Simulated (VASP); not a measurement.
A run of VASP 6.6.1 is set up as follows.

The input INCAR:

```
SYSTEM = HgH2
PREC = Accurate ; ENCUT = 520
EDIFF = 1E-6 ; ISMEAR = 0
SIGMA = 0.01 ; LREAL = .FALSE.
LASPH = .TRUE. ; NELM = 60
ALGO = Normal ; ISIF = 2
LWAVE = .FALSE. ; LCHARG = .FALSE.
GGA = PE ; NBANDS = 14
```

KPOINTS

```
Automatic mesh
0
G
  1 1 1
  0 0 0
```

Contents of POSCAR:

```
HgH2
1.0
    9.0000000000      0.0000000000      0.0000000000
    0.0000000000      9.0000000000      0.0000000000
    0.0000000000      0.0000000000     12.3100000000
Hg H
1 2
Direct
    0.5000000000      0.5000000000      0.5000991100
    0.5000000000      0.5000000000      0.6346417500
    0.5000000000      0.5000000000      0.3655564600
```

Potentials or basis: VASP PAW PBE potentials, release 64 (Hg, H).

Run with:

```console
$ cat potpaw_PBE.64/Hg/POTCAR potpaw_PBE.64/H/POTCAR > POTCAR
$ mpirun -np 1 vasp_gam > vasp.out
```

(1) Estimate the gap between the frontier levels.

(2) What does it give for the largest force?

## Answers

(1) 5.54 eV.

(2) 0.088 eV/Å.

Caveat: spin-orbit coupling is left out, which moves the levels of the heavy elements.
